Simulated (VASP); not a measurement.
CaSe, 2 atoms in the cell. The structure is cubic, space group Fm-3m (No. 225). Conventional cell: a = 5.791 Å, b = 5.791 Å, c = 5.791 Å, α = 90.00°, β = 90.00°, γ = 90.00°. Within 3.8 Å of Ca (site symmetry m-3m) lie 6 Se at 2.90 Å. Within 3.8 Å of Se (site symmetry m-3m) lie 6 Ca at 2.90 Å. 

- Program: VASP 6.6.1
- Task: single point
- Functional: PBEsol
- Potentials or basis: VASP PAW PBE potentials, release 64 (Ca_sv, Se)
- Cutoff: 520 eV
- k mesh: 6 × 6 × 6
- Occupations: gaussian, width 0.01 eV
- Spin: no spin polarisation
- Dipole correction: no
- Further INCAR settings: ALGO = Normal; EDIFF = 1e-06; NBANDS = 15

Potentials or basis: VASP PAW PBE potentials, release 64 (Ca_sv, Se).

Command:

```sh
$ cat potpaw_PBE.64/Ca_sv/POTCAR potpaw_PBE.64/Se/POTCAR > POTCAR
$ mpirun -np 1 vasp_std > vasp.out
```

Hardware: 1 thread of Intel Xeon 8259CL, on a shared host.

Estimate the wall time of this run.

Wall time 19 s on 1 thread of Intel Xeon 8259CL, on a shared host, peak memory 0.17 GiB. Counts: scf iterations 12, k points 16.
